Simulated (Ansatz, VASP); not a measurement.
## EuS: VASP beside Ansatz

```
Eu S
1.0
     0.00000    2.97850    2.97850
     2.97850    0.00000    2.97850
     2.97850    2.97850    0.00000
Eu S
1 1
Direct
  0.00000 0.00000 0.00000
  0.50000 0.50000 0.50000
```

Alike in both runs: task single point; functional RPBE; k mesh 7 × 7 × 7; collinear spin.

```csv
,VASP,Ansatz
version,VASP 6.6.1,Ansatz 0.2.0
potentials or method,"VASP PAW PBE potentials, release 64 (Eu, S)","plane waves, PAW"
plane-wave cutoff (eV),600,420
occupations,"fermi-dirac, width 0.1 eV",fermi-dirac
valence electrons in the cell,23,23
```

|  | VASP | Ansatz | Ansatz less VASP |
| --- | --- | --- | --- |
| pressure (GPa) | -0.6 | -0.3 | +0.25 |
| net moment per atom (μB) | 3.49 | 3.49 | +0.002 |
| size of the moment on the site where the two differ most (μB) | 6.58 | 6.76 | +0.176 |

VASP's potentials were made for PBE, not for RPBE. Site moments also hang on the region over which each program counts them.

Neither program's run includes spin-orbit coupling.
